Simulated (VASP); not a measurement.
# W (Fmmm) in VASP: single point with PBEsol

Aim: the single point of W with PBEsol.

Everything below comes from runs of VASP 6.6.1. Logs are shortened: lines on timing, memory, paths and dates and some standing lists are left out, and cuts for length are marked.

## 1. The cell of the first run

The typed cell holds 2 atoms: a = 2.730 Å, b = 2.730 Å, c = 4.463 Å, α = 90.00°, β = 90.00°, γ = 70.65°.

## 2. Single point, PBEsol

Contents of INCAR:

```
ALGO = Fast
EDIFF = 1E-6
ENCUT = 520
GGA = PS
ISIF = 2
ISMEAR = 0
LASPH = True
LCHARG = False
LREAL = False
LWAVE = False
NBANDS = 21
NELM = 60
PREC = Accurate
SIGMA = 0.15
```

Contents of KPOINTS:

```
k-points
0
Gamma
  12 12 8
```

Contents of POSCAR:

```
W
1.0
    0.0000111965     -1.5784451459     -2.2273286441
    0.0000027953      1.5784462417     -2.2273297398
    4.4628764469     -0.0000084013     -0.0000139918
W
2
Direct
    0.5000005903      0.4999956306      0.4999988865
   -0.0000005903      0.0000043694      0.0000011135
```

Potentials or basis: VASP PAW PBE potentials, release 64 (W_sv).

Launch:

```bash
$ cat potpaw_PBE.64/W_sv/POTCAR > POTCAR
$ mpirun -np 1 vasp_std > vasp.out
```

OUTCAR:

```text
EDIFF = 1E-6
   ENCUT = 520
   GGA = PS
   ISIF = 2
   ISMEAR = 0
   LASPH = True
   LREAL = False
   NELM = 60
   PREC = Accurate

 ion  position               nearest neighbor table
   1  0.500  0.500  0.500-   2 2.73   2 2.73   2 2.73   2 2.73   2 3.15   2 3.15   2 3.15   2 3.15

   2  1.000  0.000  0.000-   1 2.73   1 2.73   1 2.73   1 2.73   1 3.15   1 3.15   1 3.15   1 3.15

  LATTYP: Found a simple monoclinic cell.
 ALAT       =     2.7299249638
 B/A-ratio  =     1.6347982110
 C/A-ratio  =     1.1564022563
 COS(beta)  =    -0.5782016120

  Lattice vectors:

 A1 = (   0.0000027953,   1.5784462417,  -2.2273297398)
 A2 = (   4.4628764469,  -0.0000084013,  -0.0000139918)
 A3 = (   0.0000084012,  -3.1568913876,   0.0000010957)

Analysis of symmetry for initial positions (statically):
=====================================================================
 Subroutine PRICEL returns:
 Original cell was already a primitive cell.

 Routine SETGRP: Setting up the symmetry group for a
 simple monoclinic supercell.

 Subroutine GETGRP returns: Found  4 space group operations
 (whereof  2 operations were pure point group operations)
 out of a pool of  4 trial point group operations.

The static configuration has the point symmetry C_1h.
 The point group associated with its full space group is C_2h.

Analysis of symmetry for dynamics (positions and initial velocities):
=====================================================================
 Subroutine PRICEL returns:
 Original cell was already a primitive cell.

 Routine SETGRP: Setting up the symmetry group for a
 simple monoclinic supercell.

 Subroutine GETGRP returns: Found  4 space group operations
 (whereof  2 operations were pure point group operations)
 out of a pool of  4 trial point group operations.

The dynamic configuration has the point symmetry C_1h.
 The point group associated with its full space group is C_2h.

 Subroutine INISYM returns: Found  4 space group operations
 (whereof  2 operations are pure point group operations),
 and found     1 'primitive' translations

----------------------------------------------------------------------------------------

                                     Primitive cell

  volume of cell :      31.3804

  direct lattice vectors                    reciprocal lattice vectors
     0.000011197 -1.578445146 -2.227328644    -0.000001300 -0.316767390 -0.224484183
     0.000002795  1.578446242 -2.227329740    -0.000000107  0.316767234 -0.224484027
     4.462876447 -0.000008401 -0.000013992     0.224070734  0.000000596  0.000000704

  length of vectors
     2.729923436  2.729924964  4.462876447     0.388245705  0.388245488  0.224070734

  position of ions in fractional coordinates (direct lattice)
     0.500000590  0.499995631  0.499998887
     0.999999410  0.000004369  0.000001113

  ion indices of the primitive-cell ions
   primitive index   ion index
                 1           1
                 2           2

----------------------------------------------------------------------------------------

 KPOINTS: k-points

Automatic generation of k-mesh.
 Grid dimensions read from file:
 generate k-points for:   12   12    8

 Generating k-lattice:

  Cartesian coordinates                     Fractional coordinates (reciprocal lattice)
    -0.000000108 -0.026397283 -0.018707015     0.083333333  0.000000000 -0.000000000
    -0.000000009  0.026397270 -0.018707002    -0.000000000  0.083333333  0.000000000
     0.028008842  0.000000075  0.000000088    -0.000000000  0.000000000  0.125000000

  Length of vectors
     0.032353809  0.032353791  0.028008842

  Shift w.r.t. Gamma in fractional coordinates (k-lattice)
     0.000000000  0.000000000  0.000000000

 Subroutine IBZKPT returns following result:
 ===========================================

 Found    370 irreducible k-points:

 Following reciprocal coordinates:
            Coordinates               Weight
  0.000000  0.000000  0.000000      1.000000
  0.083333  0.000000  0.000000      2.000000
  0.000000 -0.083333  0.000000      2.000000
  0.166667 -0.000000  0.000000      2.000000
 -0.000000 -0.166667  0.000000      2.000000
  0.250000 -0.000000  0.000000      2.000000
[... 16 lines left out ...]
  0.500000  0.083333 -0.000000      2.000000
 -0.083333  0.500000 -0.000000      2.000000
 [... further k-points ...]
   k-points           NKPTS =    370   k-points in BZ     NKDIM =    370   number of bands    NBANDS=     21
   number of dos      NEDOS =    301   number of ions     NIONS =      2
   total plane-waves  NPLWV =  14400
   dimension x,y,z NGX =    20 NGY =   20 NGZ =   36
   dimension x,y,z NGXF=    40 NGYF=   40 NGZF=   72
   ions per type =               2
   NGX,Y,Z   is equivalent  to a cutoff of  12.18, 12.18, 13.41 a.u.
   NGXF,Y,Z  is equivalent  to a cutoff of  24.36, 24.36, 26.82 a.u.
 SYSTEM =  unknown system
   PREC   = accura    normal or accurate (medium, high low for compatibility)
   ISTART =      0    job   : 0-new  1-cont  2-samecut
   ICHARG =      2    charge: 1-file 2-atom 10-const
   ISPIN  =      1    spin polarized calculation?
   LNONCOLLINEAR =      F non collinear calculations
   LSORBIT =      F    spin-orbit coupling
   LASPH  =      T    aspherical Exc in radial PAW
   ENCUT  =  520.0 eV  38.22 Ry    6.18 a.u.   5.08  5.08  8.30*2*pi/ulx,y,z
   NELM   =     60;   NELMIN=  2; NELMDL= -5     # of ELM steps
   EDIFF  = 0.1E-05   stopping-criterion for ELM
   LREAL  =      F    real-space projection
   EDIFFG = 0.1E-04   stopping-criterion for IOM
   NSW    =      0    number of steps for IOM
   IBRION =     -1    ionic relax: 0-MD 1-quasi-New 2-CG
   NFREE  =      0    steps in history (QN), initial steepest desc. (CG)
   ISIF   =      2    stress and relaxation
   ISYM   =      2    0-nonsym 1-usesym 2-fastsym
   POTIM  = 0.5000    time-step for ionic-motion
   TEBEG  =    0.0;   TEEND  =   0.0 temperature during run
   PSTRESS=    0.0 pullay stress
   NELECT =      28.0000    total number of electrons
   NUPDOWN=      -1.0000    fix difference up-down
   EMIN   =  10.00;   EMAX   =-10.00  energy-range for DOS
   EFERMI =   0.00;   METHOD = LEGACY
   ISMEAR =     0;   SIGMA  =   0.15  broadening in eV -4-tet -1-fermi 0-gaus
   EFERMI_NEDOS =   21; number of points for ismear=-14 and -15
   IALGO  =     68    algorithm
   IMIX   =      4    mixing-type and parameters
     AMIX     =   0.40;   BMIX     =  1.00
     AMIX_MAG =   1.60;   BMIX_MAG =  1.00
  volume/ion in A,a.u.               =      15.69       105.88
  Fermi-wavevector in a.u.,A,eV,Ry     =   1.576066  2.978334 33.796676  2.483986
  Thomas-Fermi vector in A             =   2.676956
   LORBIT       =      0    0 simple, 1 ext, 2 COOP (PROOUT), +10 PAW based schemes
   GGA     = PS    functional components
   LHFCALC =     F    Hartree Fock is set to
   AEXX    =    0.0000 exact exchange contribution
   IVDW    =     0    specifies the selected vdW correction
   LEPSILON=     F    determine dielectric tensor
   LRPA    =     F    only Hartree local field effects (RPA)
 non-spin polarized calculation
 RMM-DIIS sequential band-by-band and
 Gauss-broadening in eV      SIGMA  =   0.15
  energy-cutoff  :      520.00
  volume of cell :       31.38
 maximum number of plane-waves:       859
   NGX = 11   NGY = 11   NGZ = 17

 number of electron      28.0000010 magnetization

 Free energy of the ion-electron system (eV)
  ---------------------------------------------------
  ext. energy  EPLUGINS =         0.00000000
  ---------------------------------------------------
  free energy    TOTEN  =       -27.61666759 eV

  energy without entropy =      -27.60672247  energy(sigma->0) =      -27.61169503

 E-fermi :  11.3982     XC(G=0): -13.8189

 val. band max:       11.3862863403   @ k =   0.4167   0.3333   0.3750
 cond. band min:      11.3986617790   @ k =   0.2500   0.2500   0.3750
 fundamental gap:      0.0123754387
 Fermi energy:        11.3981734930

 k-point     1 :       0.0000    0.0000    0.0000
  band No.  band energies     occupation
      1     -62.7088      2.00000
      2     -62.5684      2.00000
      3     -27.5931      2.00000
      4     -26.6836      2.00000
      5     -26.2598      2.00000
      6     -26.2523      2.00000
[... 13 lines left out ...]
     20      17.6682      0.00000
     21      22.9639      0.00000

 k-point     2 :       0.0833    0.0000    0.0000
  band No.  band energies     occupation
      1     -62.7017      2.00000
      2     -62.5660      2.00000
      3     -27.5643      2.00000
      4     -26.7114      2.00000
      5     -26.3219      2.00000
      6     -26.2887      2.00000
[... 13 lines left out ...]
     20      18.0605      0.00000
     21      22.3395      0.00000

 k-point     3 :       0.0000   -0.0833    0.0000
  band No.  band energies     occupation
      1     -62.7017      2.00000
      2     -62.5660      2.00000
      3     -27.5643      2.00000
      4     -26.7114      2.00000
      5     -26.3219      2.00000
      6     -26.2887      2.00000
[... 13 lines left out ...]
     20      18.0605      0.00000
     21      22.2757      0.00000

 k-point     4 :       0.1667   -0.0000    0.0000
  band No.  band energies     occupation
      1     -62.6819      2.00000
      2     -62.5600      2.00000
      3     -27.4809      2.00000
      4     -26.8117      2.00000
      5     -26.5235      2.00000
      6     -26.3595      2.00000
[... 13 lines left out ...]
     20      19.2642      0.00000
     21      21.3066      0.00000

 k-point     5 :      -0.0000   -0.1667    0.0000
  band No.  band energies     occupation
      1     -62.6819      2.00000
      2     -62.5600      2.00000
      3     -27.4809      2.00000
      4     -26.8117      2.00000
      5     -26.5235      2.00000
      6     -26.3595      2.00000
[... 13 lines left out ...]
     20      19.2642      0.00000
     21      21.3066      0.00000
[... 382 lines left out ...]
     20      20.4358      0.00000
     21      21.5347      0.00000

 k-point    22 :      -0.0833   -0.4167    0.0000
  band No.  band energies     occupation
      1     -62.6006      2.00000
      2     -62.5395      2.00000
      3     -27.3053      2.00000
      4     -27.2320      2.00000
      5     -27.1102      2.00000
      6     -26.5443      2.00000
[... 13 lines left out ...]
     20      20.4358      0.00000
     21      21.5347      0.00000

 k-point    23 :       0.5000    0.0833   -0.0000
  band No.  band energies     occupation
      1     -62.5775      2.00000
      2     -62.5508      2.00000
      3     -27.3508      2.00000
      4     -27.3290      2.00000
      5     -26.9386      2.00000
      6     -26.7018      2.00000
[... 13 lines left out ...]
     20      18.8298      0.00000
     21      22.4408      0.00000

 k-point    24 :      -0.0833    0.5000   -0.0000
  band No.  band energies     occupation
      1     -62.5775      2.00000
      2     -62.5508      2.00000
      3     -27.3508      2.00000
      4     -27.3290      2.00000
      5     -26.9386      2.00000
      6     -26.7018      2.00000
[... 13 lines left out ...]
     20      18.8297      0.00000
     21      22.3983      0.00000

 [... further k-points ...]
[... 5 lines left out ...]
  --------------------------------------------------------------------------------------
  -------------------------------------------------------------------------------------
  Total        0.1350869      0.1457764      0.1446635     -0.0000006      0.0000218     -0.0000009
  in kB        6.8970722      7.4428446      7.3860251     -0.0000328      0.0011125     -0.0000448
  external PRESSURE =       7.2419807 kB  Pullay stress =       0.0000000 kB

 VOLUME and BASIS-vectors are now :
 -----------------------------------------------------------------------------
  energy-cutoff  :      520.00
  volume of cell :       31.38
      direct lattice vectors                 reciprocal lattice vectors
     0.000011197 -1.578445146 -2.227328644    -0.000001300 -0.316767390 -0.224484183
     0.000002795  1.578446242 -2.227329740    -0.000000107  0.316767234 -0.224484027
     4.462876447 -0.000008401 -0.000013992     0.224070734  0.000000596  0.000000704

 POSITION                                       TOTAL-FORCE (eV/Angst)
 -----------------------------------------------------------------------------------
      2.23144     -0.00001     -2.22733         0.000000      0.000093     -0.000102
      0.00002     -1.57844     -2.22734        -0.000000     -0.000093      0.000102
 -----------------------------------------------------------------------------------
    total drift:                                0.004884     -0.000141      0.005251

  FREE ENERGIE OF THE ION-ELECTRON SYSTEM (eV)
  ---------------------------------------------------
  free  energy   TOTEN  =       -27.6166675889 eV

  energy  without entropy=      -27.6067224705  energy(sigma->0) =      -27.61169503
```

Run time: 4 min. Hardware: 1 thread of Intel Xeon 8259CL, shared host; peak memory 0.29 GiB.

Results:

```yaml
Free_energy: -27.6167 eV
Pressure: 0.7 GPa
Band_gap_on_the_k_mesh: zero (bands 14 and 15 overlap by 3.32 eV)
```

Caveat: the PAW data sets were made with another functional, which shifts forces and pressure a little; spin-orbit coupling is left out, which moves the levels of the heavy elements.
